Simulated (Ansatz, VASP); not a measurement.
# TePt3 in VASP and in Ansatz

```
CELL_PARAMETERS angstrom
5.69431 0.00000 0.00000
-2.84715 4.93142 0.00000
0.00000 0.00000 5.00628
ATOMIC_POSITIONS crystal
Te 0.33333 0.66667 0.25000
Te 0.66667 0.33333 0.75000
Pt 0.83553 0.67107 0.25000
Pt 0.16447 0.83553 0.75000
Pt 0.32893 0.16447 0.25000
Pt 0.16447 0.32893 0.75000
Pt 0.83553 0.16447 0.25000
Pt 0.67107 0.83553 0.75000
```

Alike in both runs: functional PBE; k mesh 12 × 12 × 8; occupations gaussian, width 0.1 eV; no spin polarisation.

Ansatz relaxed the structure, and its values are those at the end. VASP's run is a single point on that final structure, the one shown.

```csv
,VASP,Ansatz
version,VASP 6.6.1,Ansatz 0.2.0
potentials or method,"VASP PAW PBE potentials, release 64 (Te, Pt), cutoff 520 eV","scalar-relativistic, plane waves, PAW"
valence electrons in the cell,72,140
```

Ansatz gave:

```
gap on the k mesh at the Fermi level (eV) : none
pressure (GPa)                            : 0.0
```

Task: Estimate VASP's values.

Result: gap on the k mesh at the Fermi level (eV): none; pressure (GPa): -0.3.

A gap of «none» marks a metal or a gap that the smearing closes. The functional is the same, so the differences come from potentials, cutoffs and numerics. VASP's potentials hold 72 valence electrons a cell and Ansatz's 140, so a difference there can come from the potentials and not from the codes.

Spin-orbit coupling is off throughout.
